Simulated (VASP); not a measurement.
Here is a VASP 6.6.1 calculation.

Contents of INCAR:

```
PREC = Accurate ; ENCUT = 520
EDIFF = 1E-7 ; ISMEAR = -1
SIGMA = 0.08 ; LREAL = F
LASPH = T ; NELM = 80
ALGO = Normal ; ISIF = 2
LWAVE = F ; LCHARG = F
GGA = PS ; NBANDS = 9
```

Contents of KPOINTS:

```
regular mesh
0
Gamma
  12 12 7
```

POSCAR

```
Mg
1.0
    3.2305256058      0.0000000000      0.0000000000
   -1.6152628028      2.7977172422      0.0000000000
    0.0000000000      0.0000000000      5.2448365023
Mg
2
Direct
    0.3333333333      0.6666666667      0.2500000000
    0.6666666667      0.3333333333      0.7500000000
```

Potentials or basis: VASP PAW PBE potentials, release 64 (Mg).

The run is started by

```sh
$ cat potpaw_PBE.64/Mg/POTCAR > POTCAR
$ mpirun -np 1 vasp_std > vasp.out
```

(1) Predict the pressure.

(2) Estimate the band gap on the k mesh.

## Answers

(1) -1.8 GPa.

(2) zero (band 2 reaches 3.42 eV, above the bottom of band 3 at 1.19 eV).

Caveat: the PAW data sets were made with another functional, which shifts forces and pressure a little.
